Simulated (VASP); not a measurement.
Set up this calculation in VASP 6.6.1, as the native input.

* Task: single point
* Functional: PBEsol
* Potentials or basis: VASP PAW PBE potentials, release 64 (Na_pv)
* Cutoff: 520 eV
* k mesh: 12 × 12 × 12
* Occupations: fermi-dirac, width 0.05 eV
* Spin: no spin polarisation
* Dipole correction: no
* Further INCAR settings: ALGO = Normal; EDIFF = 1e-07; NBANDS = 10

The structure of Na lies in POSCAR:

```
Na
1.0
   -2.0539750000      2.1175000000      2.1175000000
    2.1175000000     -2.0539750000      2.1175000000
    2.1175000000      2.1175000000     -2.0539750000
Na
1
Direct
    0.0000000000      0.0000000000      0.0000000000
```

This cell differs from its parent crystal: equal xy, yz and zx shear strains of +3 %.

The input as run:

INCAR

```
SYSTEM = Na
PREC = Accurate
ENCUT = 520
EDIFF = 1E-7
ISMEAR = -1
SIGMA = 0.05
LREAL = .False.
LASPH = .True.
NELM = 80
ALGO = Normal
ISIF = 2
LWAVE = .False.
LCHARG = .False.
GGA = PS
NBANDS = 10
```

KPOINTS

```
regular mesh
0
Gamma
  12 12 12
  0 0 0
```

Potentials or basis: VASP PAW PBE potentials, release 64 (Na_pv).

Launch:

```console
$ cat potpaw_PBE.64/Na_pv/POTCAR > POTCAR
$ mpirun -np 1 vasp_std > vasp.out
```

It gave:

```json
{"Pressure": "-0.3 GPa"}
```

Caveat: the cell differs from its parent crystal (equal xy, yz and zx shear strains of +3 %); the PAW data sets were made with another functional, which shifts forces and pressure a little.

It took 26 s on 1 thread of Intel(R) Xeon(R) Platinum 8488C (Sapphire Rapids), with other jobs on the host, peak memory 0.19 GiB.
